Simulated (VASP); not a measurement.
# Sn (a cell with a defect) in VASP: single point with PBE

Aim: the single point of Sn (a cell with a defect) with PBE.

Everything below comes from runs of VASP 6.6.1. Logs are shortened: lines on timing, memory, paths and dates and some standing lists are left out, and cuts for length are marked.

## (1) The cell of the first run

The cell holds a defect, 15 atoms: a = 9.145 Å, b = 9.145 Å, c = 9.145 Å, α = 60.00°, β = 60.00°, γ = 60.00°.

## (2) Single point, PBE

Input file INCAR:

```
PREC     = Accurate       # precision mode
ENCUT    = 400            # plane-wave cutoff, eV
EDIFF    = 1E-6           # SCF threshold, eV
ISMEAR   = 0              # smearing method
SIGMA    = 0.1            # smearing width, eV
LREAL    = F              # projectors in reciprocal space
LASPH    = T              # aspherical terms in the spheres
NELM     = 120            # most SCF steps
ALGO     = Normal         # electronic algorithm
ISIF     = 2              # what is computed and relaxed
LWAVE    = F              # write WAVECAR
LCHARG   = F              # write CHGCAR
GGA      = PE             # functional
ISYM     = 0            
NBANDS   = 118            # bands
GGA_COMPAT= F
```

Input file KPOINTS:

```
Automatic mesh
0
Gamma
  2 2 2
  0.5 0.5 0.5
```

Input file POSCAR:

```
Sn
1.0
    0.0000000000      6.4666856000      6.4666856000
    6.4666856000      0.0000000000      6.4666856000
    6.4666856000      6.4666856000      0.0000000000
Sn
15
Direct
    0.0000000000      0.0000000000      0.0000000000
    0.0000000000      0.0000000000      0.5000000000
    0.1250000000      0.1250000000      0.6250000000
    0.0000000000      0.5000000000      0.0000000000
    0.1250000000      0.6250000000      0.1250000000
    0.0000000000      0.5000000000      0.5000000000
    0.1250000000      0.6250000000      0.6250000000
    0.5000000000      0.0000000000      0.0000000000
    0.6250000000      0.1250000000      0.1250000000
    0.5000000000      0.0000000000      0.5000000000
    0.6250000000      0.1250000000      0.6250000000
    0.5000000000      0.5000000000      0.0000000000
    0.6250000000      0.6250000000      0.1250000000
    0.5000000000      0.5000000000      0.5000000000
    0.6250000000      0.6250000000      0.6250000000
```

Potentials or basis: VASP PAW PBE potentials, release 64 (Sn_d).

On the command line:

```console
$ cat potpaw_PBE.64/Sn_d/POTCAR > POTCAR
$ mpirun -np 1 vasp_std > vasp.out
```

OUTCAR:

```text
PREC = Accurate
   ENCUT = 400
   EDIFF = 1E-6
   ISMEAR = 0
   LREAL = F
   LASPH = T
   NELM = 120
   ISIF = 2
   GGA = PE
   ISYM = 0

 ion  position               nearest neighbor table
   1  0.000  0.000  0.000-   3 2.80   5 2.80   9 2.80
   2  0.000  0.000  0.500-   3 2.80   7 2.80  11 2.80
   3  0.125  0.125  0.625-   1 2.80   2 2.80   6 2.80  10 2.80
   4  0.000  0.500  0.000-   5 2.80   7 2.80  13 2.80
   5  0.125  0.625  0.125-   1 2.80   4 2.80   6 2.80  12 2.80
   6  0.000  0.500  0.500-   3 2.80   5 2.80   7 2.80  15 2.80
   7  0.125  0.625  0.625-   2 2.80   4 2.80   6 2.80  14 2.80
   8  0.500  0.000  0.000-   9 2.80  11 2.80  13 2.80
   9  0.625  0.125  0.125-   1 2.80   8 2.80  10 2.80  12 2.80
  10  0.500  0.000  0.500-   3 2.80   9 2.80  11 2.80  15 2.80
  11  0.625  0.125  0.625-   2 2.80   8 2.80  10 2.80  14 2.80
  12  0.500  0.500  0.000-   5 2.80   9 2.80  13 2.80  15 2.80
  13  0.625  0.625  0.125-   4 2.80   8 2.80  12 2.80  14 2.80
  14  0.500  0.500  0.500-   7 2.80  11 2.80  13 2.80  15 2.80
  15  0.625  0.625  0.625-   6 2.80  10 2.80  12 2.80  14 2.80

IMPORTANT INFORMATION: All symmetrisations will be switched off!
NOSYMM: (Re-)initialisation of all symmetry stuff for point group C_1.

----------------------------------------------------------------------------------------

                                     Primitive cell

  volume of cell :     540.8480

  direct lattice vectors                    reciprocal lattice vectors
     0.000000000  6.466685600  6.466685600    -0.077319361  0.077319361  0.077319361
     6.466685600  0.000000000  6.466685600     0.077319361 -0.077319361  0.077319361
     6.466685600  6.466685600  0.000000000     0.077319361  0.077319361 -0.077319361

  length of vectors
     9.145274479  9.145274479  9.145274479     0.133921062  0.133921062  0.133921062

  position of ions in fractional coordinates (direct lattice)
     0.000000000  0.000000000  0.000000000
     0.000000000  0.000000000  0.500000000
     0.125000000  0.125000000  0.625000000
     0.000000000  0.500000000  0.000000000
     0.125000000  0.625000000  0.125000000
     0.000000000  0.500000000  0.500000000
     0.125000000  0.625000000  0.625000000
     0.500000000  0.000000000  0.000000000
     0.625000000  0.125000000  0.125000000
     0.500000000  0.000000000  0.500000000
     0.625000000  0.125000000  0.625000000
     0.500000000  0.500000000  0.000000000
     0.625000000  0.625000000  0.125000000
     0.500000000  0.500000000  0.500000000
     0.625000000  0.625000000  0.625000000

  ion indices of the primitive-cell ions
   primitive index   ion index
                 1           1
                 2           2
                 3           3
                 4           4
                 5           5
                 6           6
                 7           7
                 8           8
                 9           9
                10          10
                11          11
                12          12
                13          13
                14          14
                15          15

----------------------------------------------------------------------------------------

 KPOINTS: Automatic mesh

Automatic generation of k-mesh.
 Grid dimensions read from file:
 generate k-points for:    2    2    2

 Generating k-lattice:

  Cartesian coordinates                     Fractional coordinates (reciprocal lattice)
    -0.038659681  0.038659681  0.038659681     0.500000000  0.000000000  0.000000000
     0.038659681 -0.038659681  0.038659681     0.000000000  0.500000000  0.000000000
     0.038659681  0.038659681 -0.038659681     0.000000000  0.000000000  0.500000000

  Length of vectors
     0.066960531  0.066960531  0.066960531

  Shift w.r.t. Gamma in fractional coordinates (k-lattice)
     0.500000000  0.500000000  0.500000000

 Subroutine IBZKPT returns following result:
 ===========================================

 Found     16 irreducible k-points:

 Following reciprocal coordinates:
            Coordinates               Weight
  0.250000  0.250000  0.250000      2.000000
  0.250000  0.000000  0.000000      2.000000
  0.000000  0.000000 -0.250000      2.000000
  0.000000  0.250000  0.000000      2.000000
 -0.250000  0.250000  0.250000      2.000000
  0.250000 -0.250000  0.250000      2.000000
[... 8 lines left out ...]
  0.000000  0.250000  0.500000      2.000000
  0.500000  0.250000  0.000000      2.000000
   k-points           NKPTS =     16   k-points in BZ     NKDIM =     16   number of bands    NBANDS=    118
   number of dos      NEDOS =    301   number of ions     NIONS =     15
   total plane-waves  NPLWV = 216000
   dimension x,y,z NGX =    60 NGY =   60 NGZ =   60
   dimension x,y,z NGXF=   120 NGYF=  120 NGZF=  120
   ions per type =              15
   NGX,Y,Z   is equivalent  to a cutoff of  10.91, 10.91, 10.91 a.u.
   NGXF,Y,Z  is equivalent  to a cutoff of  21.81, 21.81, 21.81 a.u.
 SYSTEM =  unknown system
   PREC   = accura    normal or accurate (medium, high low for compatibility)
   ISTART =      0    job   : 0-new  1-cont  2-samecut
   ICHARG =      2    charge: 1-file 2-atom 10-const
   ISPIN  =      1    spin polarized calculation?
   LNONCOLLINEAR =      F non collinear calculations
   LSORBIT =      F    spin-orbit coupling
   LASPH  =      T    aspherical Exc in radial PAW
   ENCUT  =  400.0 eV  29.40 Ry    5.42 a.u.  14.91 14.91 14.91*2*pi/ulx,y,z
   NELM   =    120;   NELMIN=  2; NELMDL= -5     # of ELM steps
   EDIFF  = 0.1E-05   stopping-criterion for ELM
   LREAL  =      F    real-space projection
   EDIFFG = 0.1E-04   stopping-criterion for IOM
   NSW    =      0    number of steps for IOM
   IBRION =     -1    ionic relax: 0-MD 1-quasi-New 2-CG
   NFREE  =      0    steps in history (QN), initial steepest desc. (CG)
   ISIF   =      2    stress and relaxation
   ISYM   =      0    0-nonsym 1-usesym 2-fastsym
   POTIM  = 0.5000    time-step for ionic-motion
   TEBEG  =    0.0;   TEEND  =   0.0 temperature during run
   PSTRESS=    0.0 pullay stress
   NELECT =     210.0000    total number of electrons
   NUPDOWN=      -1.0000    fix difference up-down
   EMIN   =  10.00;   EMAX   =-10.00  energy-range for DOS
   EFERMI =   0.00;   METHOD = LEGACY
   ISMEAR =     0;   SIGMA  =   0.10  broadening in eV -4-tet -1-fermi 0-gaus
   EFERMI_NEDOS =   21; number of points for ismear=-14 and -15
   IALGO  =     38    algorithm
   IMIX   =      4    mixing-type and parameters
     AMIX     =   0.40;   BMIX     =  1.00
     AMIX_MAG =   1.60;   BMIX_MAG =  1.00
  volume/ion in A,a.u.               =      36.06       243.32
  Fermi-wavevector in a.u.,A,eV,Ry     =   1.194326  2.256949 19.407546  1.426414
  Thomas-Fermi vector in A             =   2.330319
   LORBIT       =      0    0 simple, 1 ext, 2 COOP (PROOUT), +10 PAW based schemes
   GGA     = PE    functional components
   LHFCALC =     F    Hartree Fock is set to
   AEXX    =    0.0000 exact exchange contribution
   IVDW    =     0    specifies the selected vdW correction
   LEPSILON=     F    determine dielectric tensor
   LRPA    =     F    only Hartree local field effects (RPA)
 non-spin polarized calculation
 Gauss-broadening in eV      SIGMA  =   0.10
  energy-cutoff  :      400.00
  volume of cell :      540.85
 maximum number of plane-waves:      9842
   NGX = 29   NGY = 29   NGZ = 29

 number of electron     210.0000058 magnetization

 Free energy of the ion-electron system (eV)
  ---------------------------------------------------
  ext. energy  EPLUGINS =         0.00000000
  ---------------------------------------------------
  free energy    TOTEN  =       -55.41877220 eV

  energy without entropy =      -55.41793951  energy(sigma->0) =      -55.41835585

 E-fermi :   5.0843     XC(G=0):  -8.6514

 val. band max:        4.8951932317   @ k =   0.2500   0.2500   0.2500
 cond. band min:       5.2980868904   @ k =   0.2500   0.5000   0.0000
 fundamental gap:      0.4028936587
 Fermi energy:         5.0842827016

 k-point     1 :       0.2500    0.2500    0.2500
  band No.  band energies     occupation
      1     -16.6718      2.00000
      2     -16.6718      2.00000
      3     -16.6679      2.00000
      4     -16.6477      2.00000
      5     -16.6477      2.00000
      6     -16.6475      2.00000
[... 109 lines left out ...]
    116       7.1019      0.00000
    117       7.1019      0.00000

 k-point     2 :       0.2500    0.0000    0.0000
  band No.  band energies     occupation
      1     -16.6718      2.00000
      2     -16.6718      2.00000
      3     -16.6679      2.00000
      4     -16.6477      2.00000
      5     -16.6477      2.00000
      6     -16.6475      2.00000
[... 1673 lines left out ...]
  band No.  band energies     occupation
      1     -16.6764      2.00000
      2     -16.6758      2.00000
      3     -16.6707      2.00000
      4     -16.6596      2.00000
      5     -16.6528      2.00000
      6     -16.6522      2.00000
[... 109 lines left out ...]
    116       7.7474      0.00000
    117       8.0927      0.00000
 [bands above 117 left out]

------------------------ aborting loop because EDIFF is reached ----------------------------------------

  FORCE on cell =-STRESS in cart. coord.  units (eV):
  Direction    XX          YY          ZZ          XY          YZ          ZX
  --------------------------------------------------------------------------------------
  -------------------------------------------------------------------------------------
  Total        9.5115614      9.5115692      9.5115784      0.0002974      0.0003022      0.0002895
  in kB       28.1765077     28.1765308     28.1765579      0.0008809      0.0008951      0.0008576
  external PRESSURE =      28.1765321 kB  Pullay stress =       0.0000000 kB

 VOLUME and BASIS-vectors are now :
 -----------------------------------------------------------------------------
  energy-cutoff  :      400.00
  volume of cell :      540.85
      direct lattice vectors                 reciprocal lattice vectors
     0.000000000  6.466685600  6.466685600    -0.077319361  0.077319361  0.077319361
     6.466685600  0.000000000  6.466685600     0.077319361 -0.077319361  0.077319361
     6.466685600  6.466685600  0.000000000     0.077319361  0.077319361 -0.077319361

 POSITION                                       TOTAL-FORCE (eV/Angst)
 -----------------------------------------------------------------------------------
      0.00000      0.00000      0.00000         0.395150      0.395149      0.395149
      3.23334      3.23334      0.00000        -0.395153     -0.395151      0.395148
      4.85001      4.85001      1.61667         0.000001      0.000002      0.051613
      3.23334      0.00000      3.23334        -0.395157      0.395155     -0.395155
      4.85001      1.61667      4.85001         0.000008      0.051616      0.000003
      6.46669      3.23334      3.23334         0.004725     -0.004725     -0.004722
      8.08336      4.85001      4.85001        -0.051616     -0.000002      0.000003
      0.00000      3.23334      3.23334         0.395149     -0.395152     -0.395153
      1.61667      4.85001      4.85001         0.051615      0.000004      0.000004
      3.23334      6.46669      3.23334        -0.004723      0.004719     -0.004721
      4.85001      8.08336      4.85001         0.000001     -0.051612      0.000001
      3.23334      3.23334      6.46669        -0.004726     -0.004723      0.004719
      4.85001      4.85001      8.08336         0.000005      0.000000     -0.051615
      6.46669      6.46669      6.46669         0.004721      0.004721      0.004724
      8.08336      8.08336      8.08336        -0.000001     -0.000001      0.000002
 -----------------------------------------------------------------------------------
    total drift:                               -0.000015      0.000004     -0.000011

  FREE ENERGIE OF THE ION-ELECTRON SYSTEM (eV)
  ---------------------------------------------------
  free  energy   TOTEN  =       -55.4187722030 eV

  energy  without entropy=      -55.4179395060  energy(sigma->0) =      -55.41835585
```

Run time: 20 min. Hardware: 1 thread of Intel Xeon Platinum 8259CL at 2.50GHz (Skylake/Cascade Lake), shared host; peak memory 0.74 GiB.

Results:

- Free energy: -55.4188 eV
- Pressure: 2.8 GPa
- Largest force: 0.684 eV/Å
- Band gap on the k mesh: 0.40 eV

Forces on the atoms (eV/Å):
```
Sn   0.395  0.395  0.395
Sn  -0.395 -0.395  0.395
Sn   0.000  0.000  0.052
Sn  -0.395  0.395 -0.395
Sn   0.000  0.052  0.000
Sn   0.005 -0.005 -0.005
Sn  -0.052  0.000  0.000
Sn   0.395 -0.395 -0.395
Sn   0.052  0.000  0.000
Sn  -0.005  0.005 -0.005
Sn   0.000 -0.052  0.000
Sn  -0.005 -0.005  0.005
Sn   0.000  0.000 -0.052
Sn   0.005  0.005  0.005
Sn   0.000  0.000  0.000
```

Levels at points of the mesh, in eV from the valence-band top:
| k point | band 102 | band 103 | band 104 | band 105 | band 106 | band 107 | band 108 | band 109 |
| --- | --- | --- | --- | --- | --- | --- | --- | --- |
| (0.25, 0.25, 0.25) | -0.95 | -0.34 | -0.34 | 0.00 | 0.65 | 0.93 | 0.93 | 1.00 |

Caveat: semilocal functionals underestimate gaps, and a narrow one can read as zero; spin-orbit coupling is left out, which moves the levels of the heavy elements.
